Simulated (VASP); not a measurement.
# MgF2 (P4_2/mnm) in VASP: notebook

Runs on MgF2. Level: PBEsol. Tasks: single point.

Program: VASP 6.6.1. These are calculated values, not measurements. Logs are shortened: lines on timing, memory, paths and dates and some standing lists are left out, and cuts for length are marked.

## 1. The cell of the first run

Symmetry: P4_2/mnm, No. 136, tetragonal system. Conventional cell: a = 4.605 Å, b = 4.605 Å, c = 3.079 Å, α = 90.00°, β = 90.00°, γ = 90.00°. Within 2.6 Å of Mg (site symmetry mmm) lie 6 F at 1.99 Å. F (site symmetry m2m) has 3 Mg at 1.99 Å and 1 F at 2.53 Å within 2.6 Å.

## 2. Single point, PBEsol

File INCAR:

```
ALGO = Normal
EDIFF = 1E-6
ENCUT = 600
GGA = PS
GGA_COMPAT = False
ISIF = 2
ISMEAR = 0
LASPH = True
LCHARG = True
LELF = True
LREAL = False
LVHAR = True
LWAVE = False
NBANDS = 25
NELM = 120
PREC = Accurate
SIGMA = 0.1
```

File KPOINTS:

```
k-points
0
Gamma
  4 4 6
```

File POSCAR:

```
MgF2
1.0
    4.6045445000      0.0000000000      0.0000000000
    0.0000000000      4.6045445000      0.0000000000
    0.0000000000      0.0000000000      3.0791770000
Mg F
2 4
Direct
    0.0000000000      0.0000000000      0.0000000000
    0.5000000000      0.5000000000      0.5000000000
    0.3060000000      0.3060000000      0.0000000000
    0.1940000000      0.8060000000      0.5000000000
    0.6940000000      0.6940000000      0.0000000000
    0.8060000000      0.1940000000      0.5000000000
```

Potentials or basis: VASP PAW PBE potentials, release 64 (Mg, F).

The run is started by

```sh
$ cat potpaw_PBE.64/Mg/POTCAR potpaw_PBE.64/F/POTCAR > POTCAR
$ mpirun -np 1 vasp_std > vasp.out
```

OUTCAR:

```text
EDIFF = 1E-6
   ENCUT = 600
   GGA = PS
   ISIF = 2
   ISMEAR = 0
   LASPH = True
   LREAL = False
   NELM = 120
   PREC = Accurate

 ion  position               nearest neighbor table
   1  0.000  0.000  0.000-   4 1.99   6 1.99   4 1.99   6 1.99   5 1.99   3 1.99   2 3.60   2 3.60
                             2 3.60   2 3.60   2 3.60   2 3.60   2 3.60   2 3.60
   2  0.500  0.500  0.500-   3 1.99   5 1.99   3 1.99   5 1.99   4 1.99   6 1.99   1 3.60   1 3.60
                             1 3.60   1 3.60   1 3.60   1 3.60   1 3.60   1 3.60
   3  0.306  0.306  0.000-   2 1.99   2 1.99   1 1.99
   4  0.194  0.806  0.500-   1 1.99   1 1.99   2 1.99
   5  0.694  0.694  0.000-   2 1.99   2 1.99   1 1.99
   6  0.806  0.194  0.500-   1 1.99   1 1.99   2 1.99

  LATTYP: Found a simple tetragonal cell.
 ALAT       =     4.6045445000
 C/A-ratio  =     0.6687256470

  Lattice vectors:

 A1 = (   4.6045445000,   0.0000000000,   0.0000000000)
 A2 = (   0.0000000000,   4.6045445000,   0.0000000000)
 A3 = (   0.0000000000,   0.0000000000,   3.0791770000)

Analysis of symmetry for initial positions (statically):
=====================================================================
 Subroutine PRICEL returns:
 Original cell was already a primitive cell.

 Routine SETGRP: Setting up the symmetry group for a
 simple tetragonal supercell.

 Subroutine GETGRP returns: Found 16 space group operations
 (whereof  8 operations were pure point group operations)
 out of a pool of 16 trial point group operations.

The static configuration has the point symmetry D_2h.
 The point group associated with its full space group is D_4h.

Analysis of symmetry for dynamics (positions and initial velocities):
=====================================================================
 Subroutine PRICEL returns:
 Original cell was already a primitive cell.

 Routine SETGRP: Setting up the symmetry group for a
 simple tetragonal supercell.

 Subroutine GETGRP returns: Found 16 space group operations
 (whereof  8 operations were pure point group operations)
 out of a pool of 16 trial point group operations.

The dynamic configuration has the point symmetry D_2h.
 The point group associated with its full space group is D_4h.

 Subroutine INISYM returns: Found 16 space group operations
 (whereof  8 operations are pure point group operations),
 and found     1 'primitive' translations

----------------------------------------------------------------------------------------

                                     Primitive cell

  volume of cell :      65.2842

  direct lattice vectors                    reciprocal lattice vectors
     4.604544500  0.000000000  0.000000000     0.217176748  0.000000000  0.000000000
     0.000000000  4.604544500  0.000000000     0.000000000  0.217176748  0.000000000
     0.000000000  0.000000000  3.079177000     0.000000000  0.000000000  0.324762104

  length of vectors
     4.604544500  4.604544500  3.079177000     0.217176748  0.217176748  0.324762104

  position of ions in fractional coordinates (direct lattice)
     0.000000000  0.000000000  0.000000000
     0.500000000  0.500000000  0.500000000
     0.306000000  0.306000000  0.000000000
     0.194000000  0.806000000  0.500000000
     0.694000000  0.694000000  0.000000000
     0.806000000  0.194000000  0.500000000

  ion indices of the primitive-cell ions
   primitive index   ion index
                 1           1
                 2           2
                 3           3
                 4           4
                 5           5
                 6           6

----------------------------------------------------------------------------------------

 KPOINTS: k-points

Automatic generation of k-mesh.
 Grid dimensions read from file:
 generate k-points for:    4    4    6

 Generating k-lattice:

  Cartesian coordinates                     Fractional coordinates (reciprocal lattice)
     0.054294187  0.000000000  0.000000000     0.250000000  0.000000000  0.000000000
     0.000000000  0.054294187  0.000000000     0.000000000  0.250000000  0.000000000
     0.000000000  0.000000000  0.054127017     0.000000000  0.000000000  0.166666667

  Length of vectors
     0.054294187  0.054294187  0.054127017

  Shift w.r.t. Gamma in fractional coordinates (k-lattice)
     0.000000000  0.000000000  0.000000000

 Subroutine IBZKPT returns following result:
 ===========================================

 Found     24 irreducible k-points:

 Following reciprocal coordinates:
            Coordinates               Weight
  0.000000  0.000000  0.000000      1.000000
  0.250000  0.000000  0.000000      4.000000
  0.500000  0.000000  0.000000      2.000000
  0.250000  0.250000  0.000000      4.000000
  0.500000  0.250000  0.000000      4.000000
  0.500000  0.500000  0.000000      1.000000
[... 16 lines left out ...]
  0.500000  0.250000  0.500000      4.000000
  0.500000  0.500000  0.500000      1.000000
   k-points           NKPTS =     24   k-points in BZ     NKDIM =     24   number of bands    NBANDS=     25
   number of dos      NEDOS =    301   number of ions     NIONS =      6
   total plane-waves  NPLWV =  44800
   dimension x,y,z NGX =    40 NGY =   40 NGZ =   28
   dimension x,y,z NGXF=    80 NGYF=   80 NGZF=   56
   ions per type =               2   4
   NGX,Y,Z   is equivalent  to a cutoff of  14.44, 14.44, 15.12 a.u.
   NGXF,Y,Z  is equivalent  to a cutoff of  28.88, 28.88, 30.23 a.u.
 SYSTEM =  unknown system
   PREC   = accura    normal or accurate (medium, high low for compatibility)
   ISTART =      0    job   : 0-new  1-cont  2-samecut
   ICHARG =      2    charge: 1-file 2-atom 10-const
   ISPIN  =      1    spin polarized calculation?
   LNONCOLLINEAR =      F non collinear calculations
   LSORBIT =      F    spin-orbit coupling
   LASPH  =      T    aspherical Exc in radial PAW
   ENCUT  =  600.0 eV  44.10 Ry    6.64 a.u.   9.20  9.20  6.15*2*pi/ulx,y,z
   NELM   =    120;   NELMIN=  2; NELMDL= -5     # of ELM steps
   EDIFF  = 0.1E-05   stopping-criterion for ELM
   LREAL  =      F    real-space projection
   EDIFFG = 0.1E-04   stopping-criterion for IOM
   NSW    =      0    number of steps for IOM
   IBRION =     -1    ionic relax: 0-MD 1-quasi-New 2-CG
   NFREE  =      0    steps in history (QN), initial steepest desc. (CG)
   ISIF   =      2    stress and relaxation
   ISYM   =      2    0-nonsym 1-usesym 2-fastsym
   POTIM  = 0.5000    time-step for ionic-motion
   TEBEG  =    0.0;   TEEND  =   0.0 temperature during run
   PSTRESS=    0.0 pullay stress
   NELECT =      32.0000    total number of electrons
   NUPDOWN=      -1.0000    fix difference up-down
   EMIN   =  10.00;   EMAX   =-10.00  energy-range for DOS
   EFERMI =   0.00;   METHOD = LEGACY
   ISMEAR =     0;   SIGMA  =   0.10  broadening in eV -4-tet -1-fermi 0-gaus
   EFERMI_NEDOS =   21; number of points for ismear=-14 and -15
   IALGO  =     38    algorithm
   IMIX   =      4    mixing-type and parameters
     AMIX     =   0.40;   BMIX     =  1.00
     AMIX_MAG =   1.60;   BMIX_MAG =  1.00
  volume/ion in A,a.u.               =      10.88        73.43
  Fermi-wavevector in a.u.,A,eV,Ry     =   1.290790  2.439239 22.669184  1.666138
  Thomas-Fermi vector in A             =   2.422600
   LORBIT       =      0    0 simple, 1 ext, 2 COOP (PROOUT), +10 PAW based schemes
   GGA     = PS    functional components
   LHFCALC =     F    Hartree Fock is set to
   AEXX    =    0.0000 exact exchange contribution
   IVDW    =     0    specifies the selected vdW correction
   LEPSILON=     F    determine dielectric tensor
   LRPA    =     F    only Hartree local field effects (RPA)
 non-spin polarized calculation
 Gauss-broadening in eV      SIGMA  =   0.10
  energy-cutoff  :      600.00
  volume of cell :       65.28
 maximum number of plane-waves:      2208
 NGX is ok and might be reduce to    40
   NGX = 19   NGY = 19   NGZ = 13

 number of electron      31.9999991 magnetization

 Free energy of the ion-electron system (eV)
  ---------------------------------------------------
  ext. energy  EPLUGINS =         0.00000000
  ---------------------------------------------------
  free energy    TOTEN  =       -32.60114476 eV

  energy without entropy =      -32.60114476  energy(sigma->0) =      -32.60114476

 E-fermi :  -0.8282     XC(G=0):  -9.9894

 val. band max:       -1.3102542356   @ k =   0.0000   0.0000   0.0000
 cond. band min:       5.6090672553   @ k =   0.0000   0.0000   0.0000
 fundamental gap:      6.9193214909
 Fermi energy:        -0.8282116396

 k-point     1 :       0.0000    0.0000    0.0000
  band No.  band energies     occupation
      1     -21.9555      2.00000
      2     -21.1006      2.00000
      3     -21.1006      2.00000
      4     -21.0483      2.00000
      5      -5.3994      2.00000
      6      -3.8082      2.00000
[... 17 lines left out ...]
     24      17.0031      0.00000
     25      17.0031      0.00000

 k-point     2 :       0.2500    0.0000    0.0000
  band No.  band energies     occupation
      1     -21.8538      2.00000
      2     -21.2920      2.00000
      3     -21.0756      2.00000
      4     -20.9965      2.00000
      5      -5.1805      2.00000
      6      -4.0047      2.00000
[... 17 lines left out ...]
     24      16.5322      0.00000
     25      17.1367      0.00000

 k-point     3 :       0.5000    0.0000    0.0000
  band No.  band energies     occupation
      1     -21.5932      2.00000
      2     -21.5932      2.00000
      3     -21.0220      2.00000
      4     -21.0220      2.00000
      5      -4.6647      2.00000
      6      -4.6647      2.00000
[... 552 lines left out ...]
 k-point    23 :       0.5000    0.2500    0.5000
  band No.  band energies     occupation
      1     -21.2997      2.00000
      2     -21.2997      2.00000
      3     -21.0759      2.00000
      4     -21.0759      2.00000
      5      -4.9243      2.00000
      6      -4.9243      2.00000
[... 17 lines left out ...]
     24      14.0914      0.00000
     25      16.0351      0.00000

 k-point    24 :       0.5000    0.5000    0.5000
  band No.  band energies     occupation
      1     -21.2976      2.00000
      2     -21.2976      2.00000
      3     -21.0750      2.00000
      4     -21.0750      2.00000
      5      -5.1232      2.00000
      6      -5.1232      2.00000
[... 17 lines left out ...]
     24      13.5547      0.00000
     25      16.6794      0.00000

------------------------ aborting loop because EDIFF is reached ----------------------------------------

  FORCE on cell =-STRESS in cart. coord.  units (eV):
  Direction    XX          YY          ZZ          XY          YZ          ZX
  --------------------------------------------------------------------------------------
  -------------------------------------------------------------------------------------
  Total        0.2015245      0.2015245     -0.2479108      0.0000000      0.0000000      0.0000000
  in kB        4.9457311      4.9457311     -6.0841231      0.0000000      0.0000000      0.0000000
  external PRESSURE =       1.2691130 kB  Pullay stress =       0.0000000 kB

 VOLUME and BASIS-vectors are now :
 -----------------------------------------------------------------------------
  energy-cutoff  :      600.00
  volume of cell :       65.28
      direct lattice vectors                 reciprocal lattice vectors
     4.604544500  0.000000000  0.000000000     0.217176748  0.000000000  0.000000000
     0.000000000  4.604544500  0.000000000     0.000000000  0.217176748  0.000000000
     0.000000000  0.000000000  3.079177000     0.000000000  0.000000000  0.324762104

 POSITION                                       TOTAL-FORCE (eV/Angst)
 -----------------------------------------------------------------------------------
      0.00000      0.00000      0.00000        -0.000000      0.000000      0.000000
      2.30227      2.30227      1.53959        -0.000000      0.000000      0.000000
      1.40899      1.40899      0.00000        -0.133115     -0.133115      0.000000
      0.89328      3.71126      1.53959         0.133115     -0.133115      0.000000
      3.19555      3.19555      0.00000         0.133115      0.133115      0.000000
      3.71126      0.89328      1.53959        -0.133115      0.133115      0.000000
 -----------------------------------------------------------------------------------
    total drift:                                0.000000      0.000000     -0.000000

  FREE ENERGIE OF THE ION-ELECTRON SYSTEM (eV)
  ---------------------------------------------------
  free  energy   TOTEN  =       -32.6011447640 eV

  energy  without entropy=      -32.6011447640  energy(sigma->0) =      -32.60114476
```

Run time: 19 s. Hardware: 1 thread of Intel Xeon 6975P-C (Granite Rapids), shared host; peak memory 0.21 GiB.

What came out:

* Free energy: -32.6011 eV
* Pressure: 0.1 GPa
* Largest force: 0.188 eV/Å
* Band gap on the k mesh: 6.92 eV

Forces on the atoms (eV/Å):
```
Mg   0.000  0.000  0.000
Mg   0.000  0.000  0.000
F   -0.133 -0.133  0.000
F    0.133 -0.133  0.000
F    0.133  0.133  0.000
F   -0.133  0.133  0.000
```

Levels at points of the mesh, in eV from the valence-band top:
```
           k point  band 12  band 13  band 14  band 15  band 16  band 17  band 18  band 19  band 20  band 21
(0.00, 0.00, 0.00)    -1.26    -0.78    -0.29    -0.29     0.00     6.92    12.04    12.04    13.40    14.22
(0.50, 0.00, 0.00)    -1.32    -1.02    -1.02    -0.38    -0.38     9.35     9.35    13.24    13.24    15.52
(0.50, 0.50, 0.00)    -1.32    -0.88    -0.88    -0.75    -0.75    11.08    11.08    11.10    11.10    17.42
(0.00, 0.00, 0.50)    -1.35    -1.15    -1.15    -0.87    -0.87    11.61    11.61    14.68    14.68    15.18
(0.50, 0.00, 0.50)    -1.31    -0.73    -0.73    -0.66    -0.66    12.55    12.55    13.23    13.23    15.64
(0.50, 0.50, 0.50)    -1.32    -0.59    -0.59    -0.49    -0.49    13.06    13.06    13.29    13.29    14.33
```

Caveat: the PAW data sets were made with another functional, which shifts forces and pressure a little.

## 3. Single point, PBEsol

This run uses another cell than the first one, of 10.98 Å³/atom.

File INCAR:

```
PREC = Accurate
ENCUT = 600
EDIFF = 1E-6
ISMEAR = 0
SIGMA = 0.02
LREAL = F
LASPH = T
NELM = 120
ALGO = Normal
ISIF = 2
LWAVE = F
LCHARG = F
GGA = PS
NBANDS = 25
GGA_COMPAT = F
```

File KPOINTS:

```
Automatic mesh
0
Gamma
  6 6 8
```

File POSCAR:

```
MgF2
1.0
    4.6382900969      0.0000000000      0.0000000000
    0.0000000000      4.6382900969      0.0000000000
    0.0000000000      0.0000000000      3.0625603088
Mg F
2 4
Direct
    0.0000000000      0.0000000000      0.0000000000
    0.5000000000      0.5000000000      0.5000000000
    0.3033942654      0.3033942654      0.0000000000
    0.1966057346      0.8033942654      0.5000000000
    0.6966057346      0.6966057346      0.0000000000
    0.8033942654      0.1966057346      0.5000000000
```

Potentials or basis: VASP PAW PBE potentials, release 64 (Mg, F).

The run is started by

```sh
$ cat potpaw_PBE.64/Mg/POTCAR potpaw_PBE.64/F/POTCAR > POTCAR
$ mpirun -np 1 vasp_std > vasp.out
```

It took 28 s on 1 thread of Intel Xeon 6975P-C (Granite Rapids), shared host; peak memory 0.23 GiB.

The run converged. Its results:

| Item | Value |
| --- | --- |
| Free energy | -32.6101 eV |
| Pressure | -0.9 GPa |
| Band gap on the k mesh | 6.86 eV |

Stress tensor (GPa, compression positive):
```
-0.91  0.00  0.00
 0.00 -0.91  0.00
 0.00  0.00 -1.00
```

Levels at points of the mesh, in eV from the valence-band top:
| k point | band 12 | band 13 | band 14 | band 15 | band 16 | band 17 | band 18 | band 19 | band 20 | band 21 |
| --- | --- | --- | --- | --- | --- | --- | --- | --- | --- | --- |
| (0.00, 0.00, 0.00) | -1.23 | -0.74 | -0.32 | -0.32 | 0.00 | 6.86 | 11.98 | 11.98 | 13.47 | 14.19 |
| (0.50, 0.00, 0.00) | -1.37 | -0.98 | -0.98 | -0.38 | -0.38 | 9.27 | 9.27 | 13.23 | 13.23 | 15.29 |
| (0.50, 0.50, 0.00) | -1.28 | -0.95 | -0.95 | -0.77 | -0.77 | 10.97 | 10.97 | 11.05 | 11.05 | 17.17 |
| (0.00, 0.00, 0.50) | -1.43 | -1.15 | -1.15 | -0.85 | -0.85 | 11.59 | 11.59 | 14.67 | 14.67 | 15.18 |
| (0.50, 0.00, 0.50) | -1.36 | -0.73 | -0.73 | -0.66 | -0.66 | 12.48 | 12.48 | 13.21 | 13.21 | 15.53 |
| (0.50, 0.50, 0.50) | -1.40 | -0.60 | -0.60 | -0.48 | -0.48 | 13.05 | 13.05 | 13.07 | 13.07 | 14.34 |

Caveat: the PAW data sets were made with another functional, which shifts forces and pressure a little. A k mesh can miss the band edges.
